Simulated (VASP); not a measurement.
# MgO (rocksalt type) (Fm-3m) in VASP: notebook

Runs on MgO (rocksalt type). Level: PBE. Tasks: single point, relaxation of cell and atoms.

Everything below comes from runs of VASP 6.6.1. Logs are shortened: lines on timing, memory, paths and dates and some standing lists are left out, and cuts for length are marked.

**1. The cell of the first run**

Symmetry: Fm-3m, No. 225, cubic system. Conventional cell: a = 4.254 Å, b = 4.254 Å, c = 4.254 Å, α = 90.00°, β = 90.00°, γ = 90.00°. Mg (site symmetry m-3m) has 6 O at 2.13 Å within 2.8 Å. Within 2.8 Å of O (site symmetry m-3m) lie 6 Mg at 2.13 Å.

**2. Single point, PBE**

INCAR reads:

```
SYSTEM = MgO
ALGO     = Normal         ! electronic algorithm
EDIFF    = 1E-6           ! SCF threshold, eV
ENCUT    = 520            ! plane-wave cutoff, eV
GGA      = PE             ! functional
ISIF     = 2              ! what is computed and relaxed
ISMEAR   = -1             ! smearing method
LASPH    = .TRUE.         ! aspherical terms in the spheres
LCHARG   = .FALSE.        ! write CHGCAR
LREAL    = .FALSE.        ! projectors in reciprocal space
LWAVE    = .FALSE.        ! write WAVECAR
NBANDS   = 11             ! bands
NELM     = 80             ! most SCF steps
PREC     = Accurate       ! precision mode
SIGMA    = 0.02           ! smearing width, eV
```

KPOINTS reads:

```
k-points
0
G
  13 13 13
  0 0 0
```

POSCAR reads:

```
MgO
1.0
    0.0000000000      2.1269412136      2.1269412136
    2.1269412136      0.0000000000      2.1269412136
    2.1269412136      2.1269412136      0.0000000000
Mg O
1 1
Direct
    0.0000000000      0.0000000000      0.0000000000
    0.5000000000      0.5000000000      0.5000000000
```

Potentials or basis: VASP PAW PBE potentials, release 64 (Mg, O).

Run with:

```sh
$ cat potpaw_PBE.64/Mg/POTCAR potpaw_PBE.64/O/POTCAR > POTCAR
$ mpirun -np 1 vasp_std > vasp.out
```

OUTCAR:

```text
SYSTEM = MgO
   EDIFF = 1E-6
   ENCUT = 520
   GGA = PE
   ISIF = 2
   ISMEAR = -1
   LASPH = .TRUE.
   LREAL = .FALSE.
   NELM = 80
   PREC = Accurate

 ion  position               nearest neighbor table
   1  0.000  0.000  0.000-   2 2.13   2 2.13   2 2.13   2 2.13   2 2.13   2 2.13
   2  0.500  0.500  0.500-   1 2.13   1 2.13   1 2.13   1 2.13   1 2.13   1 2.13

  LATTYP: Found a face centered cubic cell.
 ALAT       =     4.2538824272

  Lattice vectors:

 A1 = (   0.0000000000,   2.1269412136,   2.1269412136)
 A2 = (   2.1269412136,   0.0000000000,   2.1269412136)
 A3 = (   2.1269412136,   2.1269412136,   0.0000000000)

Analysis of symmetry for initial positions (statically):
=====================================================================
 Subroutine PRICEL returns:
 Original cell was already a primitive cell.

 Routine SETGRP: Setting up the symmetry group for a
 face centered cubic supercell.

 Subroutine GETGRP returns: Found 48 space group operations
 (whereof 48 operations were pure point group operations)
 out of a pool of 48 trial point group operations.

The static configuration has the point symmetry O_h .

Analysis of symmetry for dynamics (positions and initial velocities):
=====================================================================
 Subroutine PRICEL returns:
 Original cell was already a primitive cell.

 Routine SETGRP: Setting up the symmetry group for a
 face centered cubic supercell.

 Subroutine GETGRP returns: Found 48 space group operations
 (whereof 48 operations were pure point group operations)
 out of a pool of 48 trial point group operations.

The dynamic configuration has the point symmetry O_h .

 Subroutine INISYM returns: Found 48 space group operations
 (whereof 48 operations are pure point group operations),
 and found     1 'primitive' translations

----------------------------------------------------------------------------------------

                                     Primitive cell

  volume of cell :      19.2440

  direct lattice vectors                    reciprocal lattice vectors
     0.000000000  2.126941214  2.126941214    -0.235079370  0.235079370  0.235079370
     2.126941214  0.000000000  2.126941214     0.235079370 -0.235079370  0.235079370
     2.126941214  2.126941214  0.000000000     0.235079370  0.235079370 -0.235079370

  length of vectors
     3.007949111  3.007949111  3.007949111     0.407169412  0.407169412  0.407169412

  position of ions in fractional coordinates (direct lattice)
     0.000000000  0.000000000  0.000000000
     0.500000000  0.500000000  0.500000000

  ion indices of the primitive-cell ions
   primitive index   ion index
                 1           1
                 2           2

----------------------------------------------------------------------------------------

 KPOINTS: k-points

Automatic generation of k-mesh.
 Grid dimensions read from file:
 generate k-points for:   13   13   13

 Generating k-lattice:

  Cartesian coordinates                     Fractional coordinates (reciprocal lattice)
    -0.018083028  0.018083028  0.018083028     0.076923077  0.000000000  0.000000000
     0.018083028 -0.018083028  0.018083028     0.000000000  0.076923077  0.000000000
     0.018083028  0.018083028 -0.018083028     0.000000000  0.000000000  0.076923077

  Length of vectors
     0.031320724  0.031320724  0.031320724

  Shift w.r.t. Gamma in fractional coordinates (k-lattice)
     0.000000000  0.000000000  0.000000000

 Subroutine IBZKPT returns following result:
 ===========================================

 Found     84 irreducible k-points:

 Following reciprocal coordinates:
            Coordinates               Weight
  0.000000  0.000000  0.000000      1.000000
  0.076923  0.000000  0.000000      8.000000
  0.153846  0.000000  0.000000      8.000000
  0.230769  0.000000  0.000000      8.000000
  0.307692  0.000000  0.000000      8.000000
  0.384615  0.000000  0.000000      8.000000
[... 16 lines left out ...]
  0.384615  0.153846  0.000000     24.000000
  0.461538  0.153846  0.000000     24.000000
 [... further k-points ...]
   k-points           NKPTS =     84   k-points in BZ     NKDIM =     84   number of bands    NBANDS=     11
   number of dos      NEDOS =    301   number of ions     NIONS =      2
   total plane-waves  NPLWV =  13824
   dimension x,y,z NGX =    24 NGY =   24 NGZ =   24
   dimension x,y,z NGXF=    48 NGYF=   48 NGZF=   48
   ions per type =               1   1
   NGX,Y,Z   is equivalent  to a cutoff of  13.26, 13.26, 13.26 a.u.
   NGXF,Y,Z  is equivalent  to a cutoff of  26.53, 26.53, 26.53 a.u.
 SYSTEM =  MgO
   PREC   = accura    normal or accurate (medium, high low for compatibility)
   ISTART =      0    job   : 0-new  1-cont  2-samecut
   ICHARG =      2    charge: 1-file 2-atom 10-const
   ISPIN  =      1    spin polarized calculation?
   LNONCOLLINEAR =      F non collinear calculations
   LSORBIT =      F    spin-orbit coupling
   LASPH  =      T    aspherical Exc in radial PAW
   ENCUT  =  520.0 eV  38.22 Ry    6.18 a.u.   5.59  5.59  5.59*2*pi/ulx,y,z
   NELM   =     80;   NELMIN=  2; NELMDL= -5     # of ELM steps
   EDIFF  = 0.1E-05   stopping-criterion for ELM
   LREAL  =      F    real-space projection
   EDIFFG = 0.1E-04   stopping-criterion for IOM
   NSW    =      0    number of steps for IOM
   IBRION =     -1    ionic relax: 0-MD 1-quasi-New 2-CG
   NFREE  =      0    steps in history (QN), initial steepest desc. (CG)
   ISIF   =      2    stress and relaxation
   ISYM   =      2    0-nonsym 1-usesym 2-fastsym
   POTIM  = 0.5000    time-step for ionic-motion
   TEBEG  =    0.0;   TEEND  =   0.0 temperature during run
   PSTRESS=    0.0 pullay stress
   NELECT =       8.0000    total number of electrons
   NUPDOWN=      -1.0000    fix difference up-down
   EMIN   =  10.00;   EMAX   =-10.00  energy-range for DOS
   EFERMI =   0.00;   METHOD = LEGACY
   ISMEAR =    -1;   SIGMA  =   0.02  broadening in eV -4-tet -1-fermi 0-gaus
   EFERMI_NEDOS =   21; number of points for ismear=-14 and -15
   IALGO  =     38    algorithm
   IMIX   =      4    mixing-type and parameters
     AMIX     =   0.40;   BMIX     =  1.00
     AMIX_MAG =   1.60;   BMIX_MAG =  1.00
  volume/ion in A,a.u.               =       9.62        64.93
  Fermi-wavevector in a.u.,A,eV,Ry     =   1.221817  2.308899 20.311263  1.492836
  Thomas-Fermi vector in A             =   2.356985
   LORBIT       =      0    0 simple, 1 ext, 2 COOP (PROOUT), +10 PAW based schemes
   GGA     = PE    functional components
   LHFCALC =     F    Hartree Fock is set to
   AEXX    =    0.0000 exact exchange contribution
   IVDW    =     0    specifies the selected vdW correction
   LEPSILON=     F    determine dielectric tensor
   LRPA    =     F    only Hartree local field effects (RPA)
 non-spin polarized calculation
  energy-cutoff  :      520.00
  volume of cell :       19.24
 maximum number of plane-waves:       533
   NGX = 11   NGY = 11   NGZ = 11

 number of electron       8.0000004 magnetization

 Free energy of the ion-electron system (eV)
  ---------------------------------------------------
  ext. energy  EPLUGINS =         0.00000000
  ---------------------------------------------------
  free energy    TOTEN  =       -11.91169547 eV

  energy without entropy =      -11.91169547  energy(sigma->0) =      -11.91169547

 E-fermi :   3.4628     XC(G=0): -10.9391

 val. band max:        2.9681499938   @ k =   0.0000   0.0000   0.0000
 cond. band min:       7.4114268871   @ k =   0.0000   0.0000   0.0000
 fundamental gap:      4.4432768933
 Fermi energy:         3.4628376731

 k-point     1 :       0.0000    0.0000    0.0000
  band No.  band energies     occupation
      1     -14.1460      2.00000
      2       2.9681      2.00000
      3       2.9681      2.00000
      4       2.9681      2.00000
      5       7.4114      0.00000
      6      18.5995      0.00000
      7      18.5995      0.00000
      8      18.5995      0.00000
      9      22.4389      0.00000
     10      24.1790      0.00000
     11      24.1790      0.00000

 k-point     2 :       0.0769    0.0000    0.0000
  band No.  band energies     occupation
      1     -14.0862      2.00000
      2       2.5634      2.00000
      3       2.9296      2.00000
      4       2.9296      2.00000
      5       7.8087      0.00000
      6      17.7570      0.00000
      7      18.7392      0.00000
      8      18.7392      0.00000
      9      23.5320      0.00000
     10      23.6480      0.00000
     11      23.6480      0.00000

 k-point     3 :       0.1538    0.0000    0.0000
  band No.  band energies     occupation
      1     -13.9155      2.00000
      2       1.6524      2.00000
      3       2.8248      2.00000
      4       2.8248      2.00000
      5       8.6803      0.00000
      6      16.4663      0.00000
      7      19.0784      0.00000
      8      19.0784      0.00000
      9      22.9246      0.00000
     10      22.9246      0.00000
     11      24.7779      0.00000

 k-point     4 :       0.2308    0.0000    0.0000
  band No.  band energies     occupation
      1     -13.6613      2.00000
      2       0.6166      2.00000
      3       2.6822      2.00000
      4       2.6822      2.00000
      5       9.5903      0.00000
      6      15.5134      0.00000
      7      19.3533      0.00000
      8      19.3533      0.00000
      9      22.7104      0.00000
     10      22.7104      0.00000
     11      24.5965      0.00000

 k-point     5 :       0.3077    0.0000    0.0000
  band No.  band energies     occupation
      1     -13.3712      2.00000
      2      -0.3365      2.00000
      3       2.5365      2.00000
      4       2.5365      2.00000
      5      10.2574      0.00000
      6      15.0747      0.00000
      7      19.3205      0.00000
      8      19.3205      0.00000
      9      23.2425      0.00000
     10      23.2425      0.00000
     11      24.0878      0.00000
[... 211 lines left out ...]
 k-point    21 :       0.2308    0.1538    0.0000
  band No.  band energies     occupation
      1     -13.6596      2.00000
      2       0.9285      2.00000
      3       2.4838      2.00000
      4       2.4908      2.00000
      5       9.8550      0.00000
      6      15.0586      0.00000
      7      19.1544      0.00000
      8      19.5921      0.00000
      9      20.2015      0.00000
     10      24.9635      0.00000
     11      27.3428      0.00000

 k-point    22 :       0.3077    0.1538    0.0000
  band No.  band energies     occupation
      1     -13.4140      2.00000
      2       0.1747      2.00000
      3       2.2603      2.00000
      4       2.3452      2.00000
      5      10.6693      0.00000
      6      14.5483      0.00000
      7      18.3200      0.00000
      8      19.7634      0.00000
      9      20.8600      0.00000
     10      25.0923      0.00000
     11      27.0650      0.00000

 k-point    23 :       0.3846    0.1538    0.0000
  band No.  band energies     occupation
      1     -13.1569      2.00000
      2      -0.5093      2.00000
      3       1.9995      2.00000
      4       2.2369      2.00000
      5      11.2758      0.00000
      6      14.4914      0.00000
      7      17.6386      0.00000
      8      19.7247      0.00000
      9      21.6742      0.00000
     10      25.5370      0.00000
     11      26.7730      0.00000

 k-point    24 :       0.4615    0.1538    0.0000
  band No.  band energies     occupation
      1     -12.9516      2.00000
      2      -0.9990      2.00000
      3       1.7621      2.00000
      4       2.1869      2.00000
      5      11.5627      0.00000
      6      14.7839      0.00000
      7      17.2115      0.00000
      8      19.5884      0.00000
      9      22.4386      0.00000
     10      25.9030      0.00000
     11      26.5530      0.00000

 [... further k-points ...]

------------------------ aborting loop because EDIFF is reached ----------------------------------------

  FORCE on cell =-STRESS in cart. coord.  units (eV):
  Direction    XX          YY          ZZ          XY          YZ          ZX
  --------------------------------------------------------------------------------------
  -------------------------------------------------------------------------------------
  Total       -0.0911514     -0.0911514     -0.0911514      0.0000000     -0.0000000     -0.0000000
  in kB       -7.5888760     -7.5888760     -7.5888760      0.0000000     -0.0000000     -0.0000000
  external PRESSURE =      -7.5888760 kB  Pullay stress =       0.0000000 kB

 VOLUME and BASIS-vectors are now :
 -----------------------------------------------------------------------------
  energy-cutoff  :      520.00
  volume of cell :       19.24
      direct lattice vectors                 reciprocal lattice vectors
     0.000000000  2.126941214  2.126941214    -0.235079370  0.235079370  0.235079370
     2.126941214  0.000000000  2.126941214     0.235079370 -0.235079370  0.235079370
     2.126941214  2.126941214  0.000000000     0.235079370  0.235079370 -0.235079370

 POSITION                                       TOTAL-FORCE (eV/Angst)
 -----------------------------------------------------------------------------------
      0.00000      0.00000      0.00000        -0.000000     -0.000000     -0.000000
      2.12694      2.12694      2.12694         0.000000      0.000000      0.000000
 -----------------------------------------------------------------------------------
    total drift:                               -0.000000     -0.000000      0.000000

  FREE ENERGIE OF THE ION-ELECTRON SYSTEM (eV)
  ---------------------------------------------------
  free  energy   TOTEN  =       -11.9116954746 eV

  energy  without entropy=      -11.9116954746  energy(sigma->0) =      -11.91169547
```

Wall time 11 s (1 thread of Intel Xeon 8259CL, shared host); peak memory 0.15 GiB.

Results:

| Item | Value |
| --- | --- |
| Free energy | -11.9117 eV |
| Pressure | -0.8 GPa |
| Band gap on the k mesh | 4.44 eV |

Levels at points of the mesh, in eV from the valence-band top:
| k point | band 1 | band 2 | band 3 | band 4 | band 5 | band 6 | band 7 | band 8 |
| --- | --- | --- | --- | --- | --- | --- | --- | --- |
| (0.00, 0.00, 0.00) | -17.11 | 0.00 | 0.00 | 0.00 | 4.44 | 15.63 | 15.63 | 15.63 |

Caveat: an odd mesh through Γ misses points on the zone boundary, where band edges can lie.

**3. Single point, PBE**

This run uses another cell than the first one: it holds 4 atoms, not 2.

INCAR reads:

```
ALGO = Normal
EDIFF = 1E-6
ENCUT = 520
GGA = PE
ISIF = 2
ISMEAR = -1
LASPH = True
LCHARG = True
LELF = True
LREAL = False
LVHAR = True
LWAVE = False
NBANDS = 16
NELM = 80
PREC = Accurate
SIGMA = 0.02
```

KPOINTS reads:

```
k-points
0
Gamma
  10 10 7
```

POSCAR reads:

```
MgO
1.0
    2.1269412136      2.1269412136      0.0000000000
   -2.1269412136      2.1269412136      0.0000000000
    0.0000000000      0.0000000000      4.2538824272
Mg O
2 2
Direct
    0.0000000000      0.0000000000      0.0000000000
    0.5000000000      0.5000000000      0.5000000000
    0.5000000000      0.5000000000      0.0000000000
    0.0000000000      0.0000000000      0.5000000000
```

Potentials or basis: VASP PAW PBE potentials, release 64 (Mg, O).

Run with:

```sh
$ cat potpaw_PBE.64/Mg/POTCAR potpaw_PBE.64/O/POTCAR > POTCAR
$ mpirun -np 1 vasp_std > vasp.out
```

Wall time 38 s (1 thread of Intel Xeon 8259CL, shared host); peak memory 0.18 GiB.

It converged, with:

```yaml
Free_energy: -23.8234 eV
Pressure: -0.8 GPa
Band_gap_on_the_k_mesh: 4.44 eV
```

Levels at points of the mesh, in eV from the valence-band top:
| k point | band 5 | band 6 | band 7 | band 8 | band 9 | band 10 | band 11 | band 12 |
| --- | --- | --- | --- | --- | --- | --- | --- | --- |
| (0.00, 0.00, 0.00) | -1.31 | 0.00 | 0.00 | 0.00 | 4.44 | 9.08 | 9.65 | 12.79 |
| (0.50, 0.00, 0.00) | -1.93 | -1.93 | -0.62 | -0.62 | 9.21 | 9.21 | 11.60 | 11.60 |
| (0.50, 0.50, 0.00) | -1.31 | -1.31 | -1.31 | -1.31 | 9.08 | 9.08 | 9.65 | 9.65 |

Caveat: an odd mesh through Γ misses points on the zone boundary, where band edges can lie.

**4. Single point, PBE**

This run uses another cell than the first one: it holds 4 atoms, not 2.

INCAR reads:

```
SYSTEM = MgO
ALGO = Normal
EDIFF = 1E-6
ENCUT = 520
GGA = PE
ISIF = 2
ISMEAR = -1
LASPH = .True.
LCHARG = .False.
LREAL = .False.
LWAVE = .False.
NBANDS = 16
NELM = 60
PREC = Accurate
SIGMA = 0.02
```

KPOINTS reads:

```
k-points
0
Gamma
  10 10 7
  0 0 0
```

POSCAR is that of step 3.

Run with:

```sh
$ cat potpaw_PBE.64/Mg/POTCAR potpaw_PBE.64/O/POTCAR > POTCAR
$ mpirun -np 1 vasp_std > vasp.out
```

Wall time 44 s (1 thread of Intel Xeon 8259CL, shared host); peak memory 0.18 GiB.

It converged, with:

| Property | Result |
| --- | --- |
| Free energy | -23.8234 eV |
| Pressure | -0.8 GPa |
| Band gap on the k mesh | 4.44 eV |

Levels at points of the mesh, in eV from the valence-band top:
```csv
k point,band 4,band 5,band 6,band 7,band 8,band 9,band 10,band 11,band 12,band 13
"(0.00, 0.00, 0.00)",-1.31,-1.31,0.00,0.00,0.00,4.44,9.08,9.65,12.79,15.63
"(0.50, 0.00, 0.00)",-3.41,-1.93,-1.93,-0.62,-0.62,9.21,9.21,11.60,11.60,13.68
"(0.50, 0.50, 0.00)",-3.96,-1.31,-1.31,-1.31,-1.31,9.08,9.08,9.65,9.65,12.79
```

Caveat: an odd mesh through Γ misses points on the zone boundary, where band edges can lie.

**5. Relaxation of cell and atoms, PBE**

This run uses another cell than the first one, of 10.00 Å³/atom.

INCAR reads:

```
SYSTEM = MgO
ALGO = Normal ; EDIFF = 1E-6
EDIFFG = -0.005 ; ENCUT = 600
GGA = PE ; IBRION = 2
ISIF = 3 ; ISMEAR = -1
LASPH = .True. ; LCHARG = .False.
LREAL = .False. ; LWAVE = .False.
NELM = 100 ; NSW = 60
PREC = Accurate ; SIGMA = 0.02
```

KPOINTS reads:

```
k-points
0
Gamma
  13 13 13
  0 0 0
```

POSCAR reads:

```
MgO
1.0
    0.0000000000      2.1544346900      2.1544346900
    2.1544346900      0.0000000000      2.1544346900
    2.1544346900      2.1544346900      0.0000000000
Mg O
1 1
Direct
    0.0000000000      0.0000000000      0.0000000000
    0.5000000000      0.5000000000      0.5000000000
```

Run with:

```sh
$ cat potpaw_PBE.64/Mg/POTCAR potpaw_PBE.64/O/POTCAR > POTCAR
$ mpirun -np 1 vasp_std > vasp.out
```

It took 38 s on 1 thread of Intel Xeon 8259CL, shared host; peak memory 0.15 GiB.

The run converged. Its results:

* Free energy: -11.9171 eV
* Relaxed volume: 9.56 Å³/atom
* Relaxed cell: a = 3.001 Å, b = 3.001 Å, c = 3.001 Å, α = 60.00°, β = 60.00°, γ = 60.00°
* Space group after relaxing (to 0.1 Å): Fm-3m (No. 225)
* Energy gained by relaxing: 9.0 meV/atom
* Ionic steps: 3
* Pressure after relaxing: 0.0 GPa
* Band gap on the k mesh: 4.51 eV

The path:
```
step  energy change (eV)  largest force (eV/Å)  pressure (GPa)  volume (Å³)
   1              0.0000                0.0000           -6.30        20.00
   2             -0.0167                0.0000            1.89        18.88
   3             -0.0180                0.0000            0.00        19.11
```

Final structure:
```xyz
2
Lattice="0.0000 2.1221 2.1221 2.1221 0.0000 2.1221 2.1221 2.1221 0.0000" Properties=species:S:1:pos:R:3 pbc="T T T"
Mg    0.0000    0.0000    0.0000
O     2.1221    2.1221    2.1221
```

Levels at points of the mesh, in eV from the valence-band top:
| k point | band 2 | band 3 | band 4 | band 5 | band 6 | band 7 |
| --- | --- | --- | --- | --- | --- | --- |
| (0.00, 0.00, 0.00) | 0.00 | 0.00 | 0.00 | 4.51 | 15.67 | 15.67 |

Caveat: an odd mesh through Γ misses points on the zone boundary, where band edges can lie.

**6. The runs side by side**

| task | cell | k mesh | cutoff (eV) | gap on the mesh (eV) | pressure (GPa) |
| --- | --- | --- | --- | --- | --- |
| single point | a = 3.008 Å, angles 60.0°, 2 atoms, atomic positions A | 13 × 13 × 13 | 520 | 4.44 | -0.8 |
| single point | a = 3.008, b = 3.008, c = 4.254 Å, 4 atoms, atomic positions B | 10 × 10 × 7 | 520 | 4.44 | -0.8 |
| relaxation of cell and atoms | relaxed from a = 3.047 Å, angles 60.0°, 2 atoms, atomic positions A | 13 × 13 × 13 | 600 | 4.51 | 0.0 |

Alike in all rows: level PBE; potentials or basis VASP PAW PBE potentials, release 64 (Mg, O); no spin polarisation; smearing fermi-dirac 0.02 eV.

Caveats: an odd mesh through Γ misses points on the zone boundary, where band edges can lie.

Absolute energies hang on the potentials; compare differences alone.
